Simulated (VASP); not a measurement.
# SnSe2 (n.A) in VASP: single point with PBEsol

Aim: the single point of SnSe2 (n.A) with PBEsol.

Everything below comes from runs of VASP 6.6.1. Logs are shortened: lines on timing, memory, paths and dates and some standing lists are left out, and cuts for length are marked.

### 1 The cell of the first run

The cell holds a sheet with vacuum, 3 atoms: a = 3.802 Å, b = 3.802 Å, c = 30.160 Å, α = 90.00°, β = 90.00°, γ = 120.00°.

### 2 Single point, PBEsol

INCAR

```
PREC = Accurate
ENCUT = 400
EDIFF = 1E-6
ISMEAR = 0
SIGMA = 0.03
LREAL = F
LASPH = T
NELM = 120
ALGO = Normal
ISIF = 2
LWAVE = F
LCHARG = F
LDIPOL = T
IDIPOL = 3
DIPOL = 0.5 0.5 0.285
GGA = PS
NBANDS = 20
GGA_COMPAT = F
NELMDL = -8
```

KPOINTS

```
Automatic mesh
0
Gamma
  12 12 1
```

POSCAR

```
SnSe2
1.0
    3.8018540583      0.0000000000      0.0000000000
   -1.9009270291      3.2925021959      0.0000000000
    0.0000000000      0.0000000000     30.1599999976
Se Sn
2 1
Direct
    0.3333333333      0.6666666667      0.2322026951
    0.6666666667      0.3333333333      0.3374259522
    0.0000000000      0.0000000000      0.2848143236
```

Potentials or basis: VASP PAW PBE potentials, release 64 (Se, Sn_d).

Started as:

```bash
$ cat potpaw_PBE.64/Se/POTCAR potpaw_PBE.64/Sn_d/POTCAR > POTCAR
$ mpirun -np 1 vasp_std > vasp.out
```

OUTCAR:

```text
PREC = Accurate
   ENCUT = 400
   EDIFF = 1E-6
   ISMEAR = 0
   LREAL = F
   LASPH = T
   NELM = 120
   ISIF = 2
   GGA = PS
   NELMDL = -8

 ion  position               nearest neighbor table
   1  0.333  0.667  0.232-   3 2.71   3 2.71   3 2.71
   2  0.667  0.333  0.337-   3 2.71   3 2.71   3 2.71
   3  0.000  0.000  0.285-   1 2.71   1 2.71   1 2.71   2 2.71   2 2.71   2 2.71

  LATTYP: Found a hexagonal cell.
 ALAT       =     3.8018540583
 C/A-ratio  =     7.9329715279

  Lattice vectors:

 A1 = (   3.8018540583,   0.0000000000,   0.0000000000)
 A2 = (  -1.9009270291,   3.2925021959,   0.0000000000)
 A3 = (   0.0000000000,   0.0000000000,  30.1599999976)

Analysis of symmetry for initial positions (statically):
=====================================================================
 Subroutine PRICEL returns:
 Original cell was already a primitive cell.

 Routine SETGRP: Setting up the symmetry group for a
 hexagonal supercell.

 Subroutine GETGRP returns: Found 12 space group operations
 (whereof  6 operations were pure point group operations)
 out of a pool of 24 trial point group operations.

The static configuration has the point symmetry C_3v.
 The point group associated with its full space group is D_3d.

Analysis of symmetry for dynamics (positions and initial velocities):
=====================================================================
 Subroutine PRICEL returns:
 Original cell was already a primitive cell.

 Routine SETGRP: Setting up the symmetry group for a
 hexagonal supercell.

 Subroutine GETGRP returns: Found 12 space group operations
 (whereof  6 operations were pure point group operations)
 out of a pool of 24 trial point group operations.

The dynamic configuration has the point symmetry C_3v.
 The point group associated with its full space group is D_3d.

 Subroutine INISYM returns: Found 12 space group operations
 (whereof  6 operations are pure point group operations),
 and found     1 'primitive' translations

----------------------------------------------------------------------------------------

                                     Primitive cell

  volume of cell :     377.5312

  direct lattice vectors                    reciprocal lattice vectors
     3.801854058  0.000000000  0.000000000     0.263029560  0.151860187  0.000000000
    -1.900927029  3.292502196  0.000000000     0.000000000  0.303720375  0.000000000
     0.000000000  0.000000000 30.159999998     0.000000000  0.000000000  0.033156499

  length of vectors
     3.801854058  3.801854058 30.159999998     0.303720374  0.303720375  0.033156499

  position of ions in fractional coordinates (direct lattice)
     0.333333333  0.666666667  0.232202695
     0.666666667  0.333333333  0.337425952
     0.000000000  0.000000000  0.284814324

  ion indices of the primitive-cell ions
   primitive index   ion index
                 1           1
                 2           2
                 3           3

----------------------------------------------------------------------------------------

 KPOINTS: Automatic mesh

Automatic generation of k-mesh.
 Grid dimensions read from file:
 generate k-points for:   12   12    1

 Generating k-lattice:

  Cartesian coordinates                     Fractional coordinates (reciprocal lattice)
     0.021919130  0.012655016  0.000000000     0.083333333  0.000000000  0.000000000
     0.000000000  0.025310031  0.000000000     0.000000000  0.083333333  0.000000000
     0.000000000  0.000000000  0.033156499     0.000000000  0.000000000  1.000000000

  Length of vectors
     0.025310031  0.025310031  0.033156499

  Shift w.r.t. Gamma in fractional coordinates (k-lattice)
     0.000000000  0.000000000  0.000000000

 Subroutine IBZKPT returns following result:
 ===========================================

 Found     19 irreducible k-points:

 Following reciprocal coordinates:
            Coordinates               Weight
  0.000000  0.000000  0.000000      1.000000
  0.083333  0.000000  0.000000      6.000000
  0.166667  0.000000  0.000000      6.000000
  0.250000  0.000000  0.000000      6.000000
  0.333333  0.000000  0.000000      6.000000
  0.416667  0.000000  0.000000      6.000000
[... 11 lines left out ...]
  0.333333  0.250000  0.000000     12.000000
  0.333333  0.333333  0.000000      2.000000
   k-points           NKPTS =     19   k-points in BZ     NKDIM =     19   number of bands    NBANDS=     20
   number of dos      NEDOS =    301   number of ions     NIONS =      3
   total plane-waves  NPLWV = 156800
   dimension x,y,z NGX =    28 NGY =   28 NGZ =  200
   dimension x,y,z NGXF=    56 NGYF=   56 NGZF=  400
   ions per type =               2   1
   NGX,Y,Z   is equivalent  to a cutoff of  12.24, 12.24, 11.02 a.u.
   NGXF,Y,Z  is equivalent  to a cutoff of  24.49, 24.49, 22.05 a.u.
 SYSTEM =  unknown system
   PREC   = accura    normal or accurate (medium, high low for compatibility)
   ISTART =      0    job   : 0-new  1-cont  2-samecut
   ICHARG =      2    charge: 1-file 2-atom 10-const
   ISPIN  =      1    spin polarized calculation?
   LNONCOLLINEAR =      F non collinear calculations
   LSORBIT =      F    spin-orbit coupling
   LASPH  =      T    aspherical Exc in radial PAW
   ENCUT  =  400.0 eV  29.40 Ry    5.42 a.u.   6.20  6.20 49.18*2*pi/ulx,y,z
   NELM   =    120;   NELMIN=  2; NELMDL= -8     # of ELM steps
   EDIFF  = 0.1E-05   stopping-criterion for ELM
   LREAL  =      F    real-space projection
   EDIFFG = 0.1E-04   stopping-criterion for IOM
   NSW    =      0    number of steps for IOM
   IBRION =     -1    ionic relax: 0-MD 1-quasi-New 2-CG
   NFREE  =      0    steps in history (QN), initial steepest desc. (CG)
   ISIF   =      2    stress and relaxation
   ISYM   =      2    0-nonsym 1-usesym 2-fastsym
   POTIM  = 0.5000    time-step for ionic-motion
   TEBEG  =    0.0;   TEEND  =   0.0 temperature during run
   PSTRESS=    0.0 pullay stress
   NELECT =      26.0000    total number of electrons
   NUPDOWN=      -1.0000    fix difference up-down
   EMIN   =  10.00;   EMAX   =-10.00  energy-range for DOS
   EFERMI =   0.00;   METHOD = LEGACY
   ISMEAR =     0;   SIGMA  =   0.03  broadening in eV -4-tet -1-fermi 0-gaus
   EFERMI_NEDOS =   21; number of points for ismear=-14 and -15
   IALGO  =     38    algorithm
   IMIX   =      4    mixing-type and parameters
     AMIX     =   0.40;   BMIX     =  1.00
     AMIX_MAG =   1.60;   BMIX_MAG =  1.00
  volume/ion in A,a.u.               =     125.84       849.24
  Fermi-wavevector in a.u.,A,eV,Ry     =   0.671040  1.268081  6.126629  0.450295
  Thomas-Fermi vector in A             =   1.746739
   LORBIT       =      0    0 simple, 1 ext, 2 COOP (PROOUT), +10 PAW based schemes
   GGA     = PS    functional components
   LHFCALC =     F    Hartree Fock is set to
   AEXX    =    0.0000 exact exchange contribution
   IVDW    =     0    specifies the selected vdW correction
   LEPSILON=     F    determine dielectric tensor
   LRPA    =     F    only Hartree local field effects (RPA)
 non-spin polarized calculation
 Gauss-broadening in eV      SIGMA  =   0.03
  energy-cutoff  :      400.00
  volume of cell :      377.53
 maximum number of plane-waves:      6894
 NGX is ok and might be reduce to    28
   NGX = 13   NGY = 13   NGZ = 99

 dipolmoment           0.000000      0.000000     -0.000010 electrons x Angstroem

 number of electron      26.0000002 magnetization

 dipolmoment           0.000000      0.000000      0.000006 electrons x Angstroem

 Free energy of the ion-electron system (eV)
  ---------------------------------------------------
  ext. energy  EPLUGINS =         0.00000000
  ---------------------------------------------------
  free energy    TOTEN  =       -12.92527390 eV

  energy without entropy =      -12.92527390  energy(sigma->0) =      -12.92527390

 E-fermi :  -3.7940     XC(G=0):  -2.3093

 val. band max:       -3.9514134377   @ k =   0.0833   0.0000   0.0000
 cond. band min:      -3.2006670845   @ k =   0.5000   0.0000   0.0000
 fundamental gap:      0.7507463532
 Fermi energy:        -3.7940198335

 k-point     1 :       0.0000    0.0000    0.0000
  band No.  band energies     occupation
      1     -25.0182      2.00000
      2     -25.0182      2.00000
      3     -24.9768      2.00000
      4     -24.9651      2.00000
      5     -24.9651      2.00000
      6     -17.6138      2.00000
[... 12 lines left out ...]
     19       1.7353      0.00000
     20       2.1202      0.00000

 k-point     2 :       0.0833    0.0000    0.0000
  band No.  band energies     occupation
      1     -25.0211      2.00000
      2     -25.0153      2.00000
      3     -24.9748      2.00000
      4     -24.9672      2.00000
      5     -24.9650      2.00000
      6     -17.5450      2.00000
[... 12 lines left out ...]
     19       1.8812      0.00000
     20       2.2314      0.00000

 k-point     3 :       0.1667    0.0000    0.0000
  band No.  band energies     occupation
      1     -25.0299      2.00000
      2     -25.0081      2.00000
      3     -24.9736      2.00000
      4     -24.9675      2.00000
      5     -24.9641      2.00000
      6     -17.3432      2.00000
[... 12 lines left out ...]
     19       2.2700      0.00000
     20       2.5467      0.00000

 k-point     4 :       0.2500    0.0000    0.0000
  band No.  band energies     occupation
      1     -25.0432      2.00000
      2     -25.0002      2.00000
      3     -24.9798      2.00000
      4     -24.9607      2.00000
      5     -24.9589      2.00000
      6     -17.0253      2.00000
[... 12 lines left out ...]
     19       2.7986      0.00000
     20       2.8583      0.00000

 k-point     5 :       0.3333    0.0000    0.0000
  band No.  band energies     occupation
      1     -25.0574      2.00000
      2     -24.9954      2.00000
      3     -24.9855      2.00000
      4     -24.9542      2.00000
      5     -24.9497      2.00000
      6     -16.6291      2.00000
[... 12 lines left out ...]
     19       3.0367      0.00000
     20       3.4455      0.00000

 k-point     6 :       0.4167    0.0000    0.0000
  band No.  band energies     occupation
      1     -25.0681      2.00000
      2     -24.9936      2.00000
      3     -24.9895      2.00000
      4     -24.9477      2.00000
      5     -24.9430      2.00000
      6     -16.2348      2.00000
[... 12 lines left out ...]
     19       3.7670      0.00000
     20       4.2183      0.00000

 k-point     7 :       0.5000    0.0000    0.0000
  band No.  band energies     occupation
      1     -25.0720      2.00000
      2     -24.9933      2.00000
      3     -24.9908      2.00000
      4     -24.9449      2.00000
      5     -24.9405      2.00000
      6     -16.0291      2.00000
[... 12 lines left out ...]
     19       4.6666      0.00000
     20       4.7532      0.00000
[... 162 lines left out ...]
 k-point    15 :       0.3333    0.1667    0.0000
  band No.  band energies     occupation
      1     -25.0570      2.00000
      2     -25.0056      2.00000
      3     -24.9823      2.00000
      4     -24.9558      2.00000
      5     -24.9414      2.00000
      6     -16.0975      2.00000
[... 12 lines left out ...]
     19       4.0425      0.00000
     20       4.4697      0.00000

 k-point    16 :       0.4167    0.1667    0.0000
  band No.  band energies     occupation
      1     -25.0592      2.00000
      2     -25.0061      2.00000
      3     -24.9831      2.00000
      4     -24.9519      2.00000
      5     -24.9417      2.00000
      6     -15.9010      2.00000
[... 12 lines left out ...]
     19       4.8556      0.00000
     20       4.9199      0.00000

 k-point    17 :       0.2500    0.2500    0.0000
  band No.  band energies     occupation
      1     -25.0497      2.00000
      2     -25.0121      2.00000
      3     -24.9771      2.00000
      4     -24.9619      2.00000
      5     -24.9415      2.00000
      6     -16.1167      2.00000
[... 12 lines left out ...]
     19       3.4998      0.00000
     20       4.0653      0.00000

 k-point    18 :       0.3333    0.2500    0.0000
  band No.  band energies     occupation
      1     -25.0470      2.00000
      2     -25.0184      2.00000
      3     -24.9749      2.00000
      4     -24.9595      2.00000
      5     -24.9426      2.00000
      6     -15.8261      2.00000
[... 12 lines left out ...]
     19       4.5343      0.00000
     20       4.6825      0.00000

 k-point    19 :       0.3333    0.3333    0.0000
  band No.  band energies     occupation
      1     -25.0331      2.00000
      2     -25.0331      2.00000
      3     -24.9662      2.00000
      4     -24.9662      2.00000
      5     -24.9437      2.00000
      6     -15.6335      2.00000
[... 12 lines left out ...]
     19       4.7578      0.00000
     20       4.7578      0.00000

------------------------ aborting loop because EDIFF is reached ----------------------------------------

 vacuum level on the upper side and lower side of the slab       (xc-potential included)        -0.004        -0.004

  FORCE on cell =-STRESS in cart. coord.  units (eV):
  Direction    XX          YY          ZZ          XY          YZ          ZX
  --------------------------------------------------------------------------------------
  -------------------------------------------------------------------------------------
  Total        0.0344259      0.0344259      0.0427775      0.0000000     -0.0000000     -0.0000000
  in kB        0.1460974      0.1460974      0.1815405      0.0000000     -0.0000000     -0.0000000
  external PRESSURE =       0.1579118 kB  Pullay stress =       0.0000000 kB

 VOLUME and BASIS-vectors are now :
 -----------------------------------------------------------------------------
  energy-cutoff  :      400.00
  volume of cell :      377.53
      direct lattice vectors                 reciprocal lattice vectors
     3.801854058  0.000000000  0.000000000     0.263029560  0.151860187  0.000000000
    -1.900927029  3.292502196  0.000000000     0.000000000  0.303720375  0.000000000
     0.000000000  0.000000000 30.159999998     0.000000000  0.000000000  0.033156499

 POSITION                                       TOTAL-FORCE (eV/Angst)
 -----------------------------------------------------------------------------------
     -0.00000      2.19500      7.00323         0.000000     -0.000000     -0.022744
      1.90093      1.09750     10.17677        -0.000000      0.000000      0.022744
      0.00000      0.00000      8.59000        -0.000000      0.000000      0.000000
 -----------------------------------------------------------------------------------
    total drift:                                0.000000      0.000000      0.000190

  FREE ENERGIE OF THE ION-ELECTRON SYSTEM (eV)
  ---------------------------------------------------
  free  energy   TOTEN  =       -12.9252738966 eV

  energy  without entropy=      -12.9252738966  energy(sigma->0) =      -12.92527390

 vacuum level on the upper side and lower side of the slab         2.035         2.035
```

Run time: 6.1 min. Hardware: 1 thread of Intel Xeon 8259CL, shared host; peak memory 0.41 GiB.

What came out:

```yaml
Free_energy: -12.9253 eV
Largest_force: 0.023 eV/Å
Band_gap_on_the_k_mesh: 0.75 eV, indirect (least direct gap 1.10 eV)
```

Forces in eV/Å, atoms in the order of the input:
```
Se   0.000  0.000 -0.023
Se   0.000  0.000  0.023
Sn   0.000  0.000  0.000
```

Caveat: the PAW data sets were made with another functional, which shifts forces and pressure a little; spin-orbit coupling is left out, which moves the levels of the heavy elements.
